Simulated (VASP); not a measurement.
A run of VASP 6.6.1 is set up as follows.

Contents of INCAR:

```
SYSTEM = Si47C48
PREC = Accurate
ENCUT = 520
EDIFF = 1E-6
ISMEAR = -1
SIGMA = 0.05
LREAL = Auto
LASPH = .True.
NELM = 100
ALGO = Normal
ISIF = 2
LWAVE = .False.
LCHARG = .True.
GGA = PS
LELF = .True.
LVHAR = .True.
NBANDS = 243
NELECT = 378.0
```

KPOINTS

```
regular mesh
0
Gamma
  1 1 1
  0 0 0
```

File POSCAR:

```
Si47C48
1.0
    9.2342040000      0.0000000000      0.0000000000
    0.0000000000     10.6627400000      0.0000000000
    0.0000000000      0.0000000000     10.0759470000
Si C
47 48
Direct
    0.0002540000      0.9987960000      0.5016550000
    0.3334830000      0.9985150000      0.5004320000
    0.1688930000      0.2481550000      0.5026320000
    0.0009240000      0.5048410000      0.5037380000
    0.6667030000      0.9988160000      0.5016480000
    0.4980700000      0.2481700000      0.5026150000
    0.1646020000      0.7487580000      0.5024450000
    0.8334790000      0.2483980000      0.5008230000
    0.6660310000      0.5048480000      0.5037170000
    0.5023640000      0.7487670000      0.5024330000
    0.8334710000      0.7517680000      0.5008930000
    0.0004100000      0.1671410000      0.2487130000
    0.3334770000      0.1665920000      0.2487720000
    0.1663880000      0.4169200000      0.2475980000
    0.9997110000      0.6674470000      0.2484940000
    0.6665330000      0.1671310000      0.2486990000
    0.5005340000      0.4169320000      0.2475990000
    0.3334680000      0.6676550000      0.2481530000
    0.1669160000      0.9169760000      0.2489260000
    0.8334700000      0.4163080000      0.2470260000
    0.6672250000      0.6674460000      0.2484760000
    0.5000360000      0.9169790000      0.2489080000
    0.8334720000      0.9178740000      0.2495280000
    0.1666720000      0.0819560000      0.7504850000
    0.9998990000      0.3328340000      0.7496610000
    0.5002890000      0.0819730000      0.7504840000
    0.3334680000      0.3297360000      0.7491430000
    0.1639180000      0.5850860000      0.7493200000
    0.9993940000      0.8337300000      0.7506590000
    0.8334930000      0.0829820000      0.7502030000
    0.6670450000      0.3328490000      0.7496500000
    0.5030570000      0.5851230000      0.7492780000
    0.3334720000      0.8332530000      0.7499050000
    0.8334810000      0.5843750000      0.7510210000
    0.6675860000      0.8337530000      0.7506670000
    0.9999330000      0.9998400000      0.0002020000
    0.3334600000      0.9997390000      0.0001470000
    0.1661660000      0.2489960000      0.9987870000
    0.9994460000      0.4996060000      0.9988090000
    0.6670020000      0.9998380000      0.0001990000
    0.5007810000      0.2490110000      0.9987740000
    0.3334610000      0.4997930000      0.9983030000
    0.1665370000      0.7506290000      0.9989670000
    0.8334780000      0.2491680000      0.9994650000
    0.6674710000      0.4995930000      0.9987950000
    0.5004020000      0.7506370000      0.9989450000
    0.8334800000      0.7503480000      0.0004730000
    0.0003180000      0.0001560000      0.1874700000
    0.3334700000      0.9997370000      0.1873080000
    0.1673860000      0.2500560000      0.1867370000
    0.0002360000      0.5005420000      0.1863740000
    0.6666320000      0.0001530000      0.1874600000
    0.4995430000      0.2500600000      0.1867350000
    0.3334540000      0.5000780000      0.1874920000
    0.1665020000      0.7497070000      0.1864380000
    0.8334640000      0.2496390000      0.1868920000
    0.6666910000      0.5005260000      0.1863720000
    0.5004430000      0.7496940000      0.1864270000
    0.8334690000      0.7506760000      0.1871650000
    0.9999840000      0.0001240000      0.6876740000
    0.3334710000      0.9997490000      0.6873720000
    0.1665700000      0.2491730000      0.6881820000
    0.9992370000      0.5004140000      0.6884570000
    0.6669670000      0.0001460000      0.6876570000
    0.5003660000      0.2491690000      0.6881730000
    0.3335050000      0.5001250000      0.7115360000
    0.1661710000      0.7506620000      0.6881880000
    0.8334640000      0.2500450000      0.6870560000
    0.6677390000      0.5004340000      0.6884520000
    0.5008090000      0.7506830000      0.6881810000
    0.8334750000      0.7504000000      0.6875580000
    0.0012150000      0.1669350000      0.4377300000
    0.3334650000      0.1659880000      0.4378260000
    0.1499780000      0.4094770000      0.4329680000
    0.9987930000      0.6685060000      0.4375580000
    0.6657210000      0.1669470000      0.4377120000
    0.5169100000      0.4095140000      0.4329790000
    0.3334830000      0.6844380000      0.4327010000
    0.1666580000      0.9168100000      0.4377880000
    0.8334760000      0.4153280000      0.4359670000
    0.6681660000      0.6685090000      0.4375460000
    0.5003150000      0.9168140000      0.4377670000
    0.8334710000      0.9189190000      0.4382250000
    0.1667080000      0.0821290000      0.9385150000
    0.9998980000      0.3325160000      0.9380880000
    0.5002390000      0.0821390000      0.9385140000
    0.3334600000      0.3318630000      0.9394500000
    0.1661240000      0.5830330000      0.9390810000
    0.9999080000      0.8330190000      0.9385240000
    0.8334700000      0.0825090000      0.9382680000
    0.6670520000      0.3325140000      0.9380810000
    0.5008080000      0.5830310000      0.9390800000
    0.3334600000      0.8326950000      0.9383060000
    0.8334630000      0.5831940000      0.9385810000
    0.6670400000      0.8330200000      0.9385250000
```

Potentials or basis: VASP PAW PBE potentials, release 64 (Si, C).

The run is started by

```bash
$ cat potpaw_PBE.64/Si/POTCAR potpaw_PBE.64/C/POTCAR > POTCAR
$ mpirun -np 1 vasp_gam > vasp.out
```

(1) Estimate the largest force.

Results:

(1) 0.022 eV/Å.

Caveat: the k points lie up to 0.68 Å⁻¹ apart; the cell carries a net charge on a neutralising background, which shifts energy and pressure; the PAW data sets were made with another functional, which shifts forces and pressure a little.
